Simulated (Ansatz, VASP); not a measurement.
## One calculation of K, two programs

POSCAR

```
K
1.0
    0.0000000000      3.2297462338      3.2297462338
    3.2297462338      0.0000000000      3.2297462338
    3.2297462338      3.2297462338      0.0000000000
K
1
Direct
    0.0000000000      0.0000000000      0.0000000000
```

File INCAR.step1:

```
ALGO = Normal
EDIFF = 1E-4
ENCUT = 520
GGA = PE
ISMEAR = -1
LASPH = T
LCHARG = F
LREAL = F
LWAVE = T
NBANDS = 10
NELM = 80
PREC = Accurate
SIGMA = 0.1
```

The input INCAR.step2:

```
ALGO = Normal
EDIFF = 1E-6
ENCUT = 520
ISIF = 2
ISMEAR = -1
ISTART = 1
LASPH = T
LCHARG = F
LMIXTAU = T
LREAL = F
LWAVE = F
METAGGA = R2SCAN
NBANDS = 10
NELM = 80
PREC = Accurate
SIGMA = 0.1
```

The input KPOINTS:

```
k-points
0
Gamma
  9 9 9
```

Input for Ansatz:

```yaml
crystal:
  lattice:
    - [0.0, 3.2297462338, 3.2297462338]
    - [3.2297462338, 0.0, 3.2297462338]
    - [3.2297462338, 3.2297462338, 0.0]
  atoms:
    - { symbol: K, position: [0.0, 0.0, 0.0] }
hamiltonian:
  xc: r2scan
  pseudopotentials:
    kind: paw
    azcp:
      K: "pseudopotentials/K.paw.azcp"
basis:
  ecutwfc: 500
  fft_grid_basis: typed
kpoints:
  mp_grid: { grid: [9, 9, 9], shift: [0, 0, 0] }
magnetization:
  spin_polarized: false
scf:
  occupations: { method: fermi_dirac, width: 0.1 }
  lower_state_search: "off"
output:
  stress: true
```

Alike in both runs: task single point; functional r2SCAN; k mesh 9 × 9 × 9; occupations fermi-dirac, width 0.1 eV; no spin polarisation.

|  | VASP | Ansatz |
| --- | --- | --- |
| version | VASP 6.6.1 | Ansatz 0.2.0 |
| potentials or method | VASP PAW PBE potentials, release 64 (K_sv), cutoff 520 eV | plane waves (500 eV) with PAW, scalar-relativistic |
| valence electrons in the cell | 9 | 9 |

|  | VASP | Ansatz | Ansatz less VASP |
| --- | --- | --- | --- |
| pressure (GPa) | 0.6 | 0.6 | +0.02 |

VASP's potentials were made for PBE, not for r2SCAN.
